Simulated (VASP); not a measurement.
# ZnO (zincite) (P6_3mc) in VASP: notebook, part 3 of 3

VASP 6.6.1. Earlier steps stand in the parts before.

### 5 Relaxation of cell and atoms, BLYP+D4

This run uses another cell than the first one, of 11.90 Å³/atom, 0.942 times its volume.

Contents of INCAR:

```
AGGAC = 1.0
AGGAX = 1.0
ALDAC = 0.0
ALDAX = 1.0
ALGO = Normal
EDIFF = 1E-7
EDIFFG = -0.01
ENCUT = 600
GGA = B5
IBRION = 2
ISIF = 3
ISMEAR = -1
IVDW = 13
LASPH = T
LCHARG = F
LREAL = F
LWAVE = F
NELM = 100
NSW = 60
PREC = Accurate
SIGMA = 0.05
VDW_A1 = 0.44488865
VDW_A2 = 4.0933009
VDW_S6 = 1.0
VDW_S8 = 2.34076671
```

Contents of KPOINTS:

```
k-points
0
Gamma
  9 9 5
```

Contents of POSCAR:

```
ZnO
1.0
    3.2493080000      0.0000000000      0.0000000000
   -1.6246540000      2.8139832727      0.0000000000
    0.0000000000      0.0000000000      5.2057090000
Zn O
2 2
Direct
    0.6666666667      0.3333333333      0.0000000000
    0.3333333333      0.6666666667      0.5000000000
    0.3333333333      0.6666666667      0.8790100000
    0.6666666667      0.3333333333      0.3790100000
```

Potentials or basis: VASP PAW PBE potentials, release 64 (Zn, O).

Started as:

```sh
$ cat potpaw_PBE.64/Zn/POTCAR potpaw_PBE.64/O/POTCAR > POTCAR
$ mpirun -np 1 vasp_std > vasp.out
```

OUTCAR:

```text
EDIFF = 1E-7
   EDIFFG = -0.01
   ENCUT = 600
   GGA = B5
   IBRION = 2
   ISIF = 3
   ISMEAR = -1
   IVDW = 13
   LASPH = T
   LREAL = F
   NELM = 100
   NSW = 60
   PREC = Accurate

 ion  position               nearest neighbor table
   1  0.667  0.333  0.000-   4 1.97   3 1.98   3 1.98   3 1.98
   2  0.333  0.667  0.500-   3 1.97   4 1.98   4 1.98   4 1.98
   3  0.333  0.667  0.879-   2 1.97   1 1.98   1 1.98   1 1.98
   4  0.667  0.333  0.379-   1 1.97   2 1.98   2 1.98   2 1.98

  LATTYP: Found a hexagonal cell.
 ALAT       =     3.2493080000
 C/A-ratio  =     1.6020977390

  Lattice vectors:

 A1 = (   3.2493080000,   0.0000000000,   0.0000000000)
 A2 = (  -1.6246540000,   2.8139832727,   0.0000000000)
 A3 = (   0.0000000000,   0.0000000000,   5.2057090000)

Analysis of symmetry for initial positions (statically):
=====================================================================
 Subroutine PRICEL returns:
 Original cell was already a primitive cell.

 Routine SETGRP: Setting up the symmetry group for a
 hexagonal supercell.

 Subroutine GETGRP returns: Found 12 space group operations
 (whereof  6 operations were pure point group operations)
 out of a pool of 24 trial point group operations.

The static configuration has the point symmetry C_3v.
 The point group associated with its full space group is C_6v.

Analysis of symmetry for dynamics (positions and initial velocities):
=====================================================================
 Subroutine PRICEL returns:
 Original cell was already a primitive cell.

 Routine SETGRP: Setting up the symmetry group for a
 hexagonal supercell.

 Subroutine GETGRP returns: Found 12 space group operations
 (whereof  6 operations were pure point group operations)
 out of a pool of 24 trial point group operations.

The dynamic configuration has the point symmetry C_3v.
 The point group associated with its full space group is C_6v.

 Subroutine INISYM returns: Found 12 space group operations
 (whereof  6 operations are pure point group operations),
 and found     1 'primitive' translations

----------------------------------------------------------------------------------------

                                     Primitive cell

  volume of cell :      47.5984

  direct lattice vectors                    reciprocal lattice vectors
     3.249308000  0.000000000  0.000000000     0.307757836  0.177684070  0.000000000
    -1.624654000  2.813983273  0.000000000     0.000000000  0.355368139  0.000000000
     0.000000000  0.000000000  5.205709000     0.000000000  0.000000000  0.192096792

  length of vectors
     3.249308000  3.249308000  5.205709000     0.355368139  0.355368139  0.192096792

  position of ions in fractional coordinates (direct lattice)
     0.666666667  0.333333333  0.000000000
     0.333333333  0.666666667  0.500000000
     0.333333333  0.666666667  0.879010000
     0.666666667  0.333333333  0.379010000

  ion indices of the primitive-cell ions
   primitive index   ion index
                 1           1
                 2           2
                 3           3
                 4           4

----------------------------------------------------------------------------------------

 KPOINTS: k-points

Automatic generation of k-mesh.
 Grid dimensions read from file:
 generate k-points for:    9    9    5

 Generating k-lattice:

  Cartesian coordinates                     Fractional coordinates (reciprocal lattice)
     0.034195315  0.019742674  0.000000000     0.111111111  0.000000000  0.000000000
     0.000000000  0.039485349  0.000000000     0.000000000  0.111111111  0.000000000
     0.000000000  0.000000000  0.038419358     0.000000000  0.000000000  0.200000000

  Length of vectors
     0.039485349  0.039485349  0.038419358

  Shift w.r.t. Gamma in fractional coordinates (k-lattice)
     0.000000000  0.000000000  0.000000000

 Subroutine IBZKPT returns following result:
 ===========================================

 Found     36 irreducible k-points:

 Following reciprocal coordinates:
            Coordinates               Weight
  0.000000  0.000000  0.000000      1.000000
  0.111111  0.000000  0.000000      6.000000
  0.222222  0.000000  0.000000      6.000000
  0.333333  0.000000  0.000000      6.000000
  0.444444  0.000000  0.000000      6.000000
  0.111111  0.111111  0.000000      6.000000
[... 16 lines left out ...]
  0.333333  0.222222  0.200000     24.000000
  0.333333  0.333333  0.200000      4.000000
 [... further k-points ...]
   k-points           NKPTS =     36   k-points in BZ     NKDIM =     36   number of bands    NBANDS=     22
   number of dos      NEDOS =    301   number of ions     NIONS =      4
   total plane-waves  NPLWV =  32928
   dimension x,y,z NGX =    28 NGY =   28 NGZ =   42
   dimension x,y,z NGXF=    56 NGYF=   56 NGZF=   84
   ions per type =               2   2
   NGX,Y,Z   is equivalent  to a cutoff of  14.33, 14.33, 13.41 a.u.
   NGXF,Y,Z  is equivalent  to a cutoff of  28.65, 28.65, 26.83 a.u.
 SYSTEM =  unknown system
   PREC   = accura    normal or accurate (medium, high low for compatibility)
   ISTART =      0    job   : 0-new  1-cont  2-samecut
   ICHARG =      2    charge: 1-file 2-atom 10-const
   ISPIN  =      1    spin polarized calculation?
   LNONCOLLINEAR =      F non collinear calculations
   LSORBIT =      F    spin-orbit coupling
   LASPH  =      T    aspherical Exc in radial PAW
   ENCUT  =  600.0 eV  44.10 Ry    6.64 a.u.   6.49  6.49 10.40*2*pi/ulx,y,z
   NELM   =    100;   NELMIN=  2; NELMDL= -5     # of ELM steps
   EDIFF  = 0.1E-06   stopping-criterion for ELM
   LREAL  =      F    real-space projection
   EDIFFG = -.1E-01   stopping-criterion for IOM
   NSW    =     60    number of steps for IOM
   IBRION =      2    ionic relax: 0-MD 1-quasi-New 2-CG
   NFREE  =      1    steps in history (QN), initial steepest desc. (CG)
   ISIF   =      3    stress and relaxation
   ISYM   =      2    0-nonsym 1-usesym 2-fastsym
   POTIM  = 0.5000    time-step for ionic-motion
   TEBEG  =    0.0;   TEEND  =   0.0 temperature during run
   PSTRESS=    0.0 pullay stress
   NELECT =      36.0000    total number of electrons
   NUPDOWN=      -1.0000    fix difference up-down
   EMIN   =  10.00;   EMAX   =-10.00  energy-range for DOS
   EFERMI =   0.00;   METHOD = LEGACY
   ISMEAR =    -1;   SIGMA  =   0.05  broadening in eV -4-tet -1-fermi 0-gaus
   EFERMI_NEDOS =   21; number of points for ismear=-14 and -15
   IALGO  =     38    algorithm
   IMIX   =      4    mixing-type and parameters
     AMIX     =   0.40;   BMIX     =  1.00
     AMIX_MAG =   1.60;   BMIX_MAG =  1.00
  volume/ion in A,a.u.               =      11.90        80.30
  Fermi-wavevector in a.u.,A,eV,Ry     =   1.491574  2.818667 30.270160  2.224794
  Thomas-Fermi vector in A             =   2.604212
   LORBIT       =      0    0 simple, 1 ext, 2 COOP (PROOUT), +10 PAW based schemes
   GGA     = B5    functional components
   LHFCALC =     F    Hartree Fock is set to
   AEXX    =    0.0000 exact exchange contribution
   IVDW    =    13    specifies the selected vdW correction
   LEPSILON=     F    determine dielectric tensor
   LRPA    =     F    only Hartree local field effects (RPA)
 conjugate gradient relaxation of ions
 non-spin polarized calculation
  energy-cutoff  :      600.00
  volume of cell :       47.60
 maximum number of plane-waves:      1605
 NGX is ok and might be reduce to    28
   NGX = 13   NGY = 13   NGZ = 21

--------------------------------------- Ionic step        1  -------------------------------------------

 number of electron      36.0000008 magnetization

 Free energy of the ion-electron system (eV)
  ---------------------------------------------------
  ext. energy  EPLUGINS =         0.00000000
  ---------------------------------------------------
  free energy    TOTEN  =       -16.37695713 eV

  energy without entropy =      -16.37695631  energy(sigma->0) =      -16.37695672

------------------------ aborting loop because EDIFF is reached ----------------------------------------

  DFT-D4 for vdW energy calculation

  Edisp (eV):   -1.80510
[... 285 lines left out ...]
--------------------------------------- Ionic step        8  -------------------------------------------

 number of electron      36.0000011 magnetization

 Free energy of the ion-electron system (eV)
  ---------------------------------------------------
  ext. energy  EPLUGINS =         0.00000000
  ---------------------------------------------------
  free energy    TOTEN  =       -16.44071554 eV

  energy without entropy =      -16.44071411  energy(sigma->0) =      -16.44071482

 E-fermi :   1.7735     XC(G=0): -10.3068

 val. band max:        1.2806748422   @ k =   0.0000   0.0000   0.0000
 cond. band min:       2.1842234251   @ k =   0.0000   0.0000   0.0000
 fundamental gap:      0.9035485829
 Fermi energy:         1.7734717911

 k-point     1 :       0.0000    0.0000    0.0000
  band No.  band energies     occupation
      1     -16.4908      2.00000
      2     -15.8165      2.00000
      3      -4.3410      2.00000
      4      -4.3410      2.00000
      5      -4.3152      2.00000
      6      -4.1520      2.00000
[... 589 lines left out ...]
     21       9.2155      0.00000
     22       9.5731      0.00000

 [... further k-points ...]

------------------------ aborting loop because EDIFF is reached ----------------------------------------

  DFT-D4 for vdW energy calculation

  Edisp (eV):   -1.75611
[... 27 lines left out ...]
  FREE ENERGIE OF THE ION-ELECTRON SYSTEM (eV)
  ---------------------------------------------------
  free  energy   TOTEN  =       -18.1968290655 eV

  energy  without entropy=      -18.1968276372  energy(sigma->0) =      -18.19682835

 reached required accuracy - stopping structural energy minimisation
```

OSZICAR:

```text
N       E                     dE             d eps       ncg     rms          rms(c)
DAV:   1     0.321849969718E+03    0.32185E+03   -0.20751E+04  1584   0.265E+03
[... 71 lines left out ...]
       N       E                     dE             d eps       ncg     rms          rms(c)
DAV:   1    -0.164408152582E+02   -0.11048E-02   -0.34864E-02  1584   0.167E+00    0.973E-02
DAV:   2    -0.164407498851E+02    0.65373E-04   -0.11209E-03  2064   0.464E-01    0.459E-02
DAV:   3    -0.164407246763E+02    0.25209E-04   -0.28653E-05  2212   0.107E-01    0.252E-02
DAV:   4    -0.164407153493E+02    0.93270E-05   -0.16778E-05  1874   0.487E-02    0.396E-03
DAV:   5    -0.164407154653E+02   -0.11597E-06   -0.24510E-06  1638   0.166E-02    0.208E-03
DAV:   6    -0.164407155386E+02   -0.73287E-07   -0.71969E-08   840   0.101E-02
   8 F= -.18196829E+02 E0= -.18196828E+02  d E =-.182760E-03
```

CONTCAR:

```text
ZnO
   1.00000000000000
     3.2638495640767347    0.0000000000000000    0.0000000000000000
    -1.6319247820383673    2.8265766366009442    0.0000000000000000
     0.0000000000000000   -0.0000000000000000    5.2892692088917217
  Zn              O
     2     2
Direct
     0.6666666667000030    0.3333333332999970    0.0004980196481128
     0.3333333332999970    0.6666666667000030    0.5004980196481128
     0.3333333332999970    0.6666666667000030    0.8785119803518882
     0.6666666667000030    0.3333333332999970    0.3785119803518882

  0.00000000E+00  0.00000000E+00  0.00000000E+00
  0.00000000E+00  0.00000000E+00  0.00000000E+00
  0.00000000E+00  0.00000000E+00  0.00000000E+00
  0.00000000E+00  0.00000000E+00  0.00000000E+00
```

Wall time 9 min (1 thread of Intel Xeon Platinum 8488C (Sapphire Rapids), shared host); peak memory 0.2 GiB.

Results:

```
Free energy                            : -18.1968 eV
Relaxed volume                         : 12.20 Å³/atom
Relaxed cell                           : a = 3.264 Å, b = 3.264 Å, c = 5.289 Å, α = 90.00°, β = 90.00°, γ = 120.00°
Space group after relaxing (to 0.05 Å) : P6_3mc (No. 186)
Energy gained by relaxing              : 3.7 meV/atom
Ionic steps                            : 8
Pressure after relaxing                : 0.0 GPa
Largest force after relaxing           : 0.010 eV/Å
Band gap on the k mesh                 : 0.90 eV, direct
Dispersion energy per atom             : -0.439 eV
```

Forces in eV/Å, atoms in the order of the input:
```
Zn   0.000  0.000  0.010
Zn   0.000  0.000  0.010
O    0.000  0.000 -0.010
O    0.000  0.000 -0.010
```

Stress tensor (GPa, compression positive):
```
 0.00  0.00  0.00
 0.00  0.00  0.00
 0.00  0.00 -0.11
```

The path:
| step | energy change (eV) | largest force (eV/Å) | pressure (GPa) | volume (Å³) |
| --- | --- | --- | --- | --- |
| 1 | 0.0000 | 0.0650 | 3.48 | 47.60 |
| 2 | -0.0112 | 0.0487 | -1.61 | 49.40 |
| 3 | -0.0143 | 0.0189 | -0.05 | 48.81 |
| 4 | -0.0143 | 0.0173 | -0.03 | 48.79 |
| 5 | -0.0145 | 0.0222 | 0.02 | 48.77 |
| 6 | -0.0146 | 0.0313 | 0.13 | 48.75 |
| 7 | -0.0147 | 0.0204 | 0.03 | 48.77 |
| 8 | -0.0148 | 0.0099 | -0.04 | 48.80 |

Final structure:
```
Zn O
1.0
     3.26385    0.00000    0.00000
    -1.63192    2.82658    0.00000
     0.00000    0.00000    5.28927
Zn O
2 2
Direct
  0.66667 0.33333 0.00050
  0.33333 0.66667 0.50050
  0.33333 0.66667 0.87851
  0.66667 0.33333 0.37851
```

Caveat: the PAW data sets were made with another functional, which shifts forces and pressure a little.

### 6 Summary

| task | level | cell | cutoff (eV) | gap on the mesh (eV) | pressure (GPa) | relaxed volume (Å³/atom) |
| --- | --- | --- | --- | --- | --- | --- |
| single point | revPBE | a = 3.308, b = 3.308, c = 5.336 Å, angles 90.0, 90.0, 120.0°, 4 atoms | 520 | 0.76 | 0.9 | - |
| single point | BLYP | a = 3.313, b = 3.313, c = 5.359 Å, angles 90.0, 90.0, 120.0°, 4 atoms | 520 | 0.83 | 0.7 | - |
| relaxation of cell and atoms | BLYP+D3(BJ) | relaxed from a = 3.249, b = 3.249, c = 5.206 Å, angles 90.0, 90.0, 120.0°, 4 atoms | 600 | 0.90 | -0.1 | 12.22 |
| relaxation of cell and atoms | BLYP+D4 | relaxed from a = 3.249, b = 3.249, c = 5.206 Å, angles 90.0, 90.0, 120.0°, 4 atoms | 600 | 0.90 | 0.0 | 12.20 |

Alike in all rows: potentials or basis VASP PAW PBE potentials, release 64 (Zn, O); no spin polarisation; k mesh 9 × 9 × 5; smearing fermi-dirac 0.05 eV.

Caveats: the PAW data sets were made with another functional, which shifts forces and pressure a little.

Total energies depend on the potentials used, so only differences within one code and one set of settings carry meaning.

### 7 Against experiment

Step 2. Measured gap of ZnO: 3.37 eV (quoted in “Electronic structure of alkaline earth and post-transition metal oxides”, 2009, arxiv:0908.1581). This calculation gives 0.76 eV (-2.61 eV). So large a miss can be the level of theory's own, or it may mean another phase, state or a wrong row. The value is that of revPBE, without temperature or zero-point motion. Semilocal functionals fall short of measured gaps as a rule.

Step 3. Against the measured gap of ZnO, 3.37 eV (quoted in “Electronic structure of alkaline earth and post-transition metal oxides”, 2009, arxiv:0908.1581), the calculated 0.83 eV is off by -2.54 eV. So large a miss can be the level of theory's own, or it may mean another phase, state or a wrong row. The value is that of BLYP, without temperature or zero-point motion. Semilocal functionals fall short of measured gaps as a rule.
